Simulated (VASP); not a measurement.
A run of VASP 6.6.1:

Contents of INCAR:

```
SYSTEM = YSb
  ALGO = Normal
  EDIFF = 1E-6
  ENCUT = 520
  GGA = RE
  ISIF = 2
  ISMEAR = -1
  LASPH = .TRUE.
  LCHARG = .FALSE.
  LREAL = .FALSE.
  LWAVE = .FALSE.
  NBANDS = 42
  NELM = 60
  PREC = Accurate
  SIGMA = 0.1
```

The input KPOINTS:

```
Automatic mesh
0
Gamma
  3 3 3
  0.5 0.5 0
```

Contents of POSCAR:

```
YSb
1.0
    7.1250650000      0.5986150000     -0.2495100000
    1.1052960000      6.5230200000      0.0568010000
   -1.0640740000     -0.3302240000      5.8307230000
Sb Y
4 4
Direct
    0.5283280000      0.3316990000      0.8938990000
    0.6656900000      0.8299230000      0.9789220000
    0.4740020000      0.6767830000      0.2791070000
    0.0627040000      0.8153540000      0.1726080000
    0.7345750000      0.0113610000      0.4999050000
    0.8576510000      0.4903130000      0.6387080000
    0.2580580000      0.0124180000      0.6540550000
    0.0328270000      0.3000080000      0.1628110000
```

Potentials or basis: VASP PAW PBE potentials, release 64 (Sb, Y_sv).

Run with:

```console
$ cat potpaw_PBE.64/Sb/POTCAR potpaw_PBE.64/Y_sv/POTCAR > POTCAR
$ mpirun -np 1 vasp_std > vasp.out
```

Hardware: 1 thread of Intel Xeon 8259CL (shared host).

**Question.** Estimate the wall time of this run.

**Answer.** Run time: 8.4 min on 1 thread of Intel Xeon 8259CL, on a shared host, peak memory 0.41 GiB. Counts: scf iterations 16, k points 14.
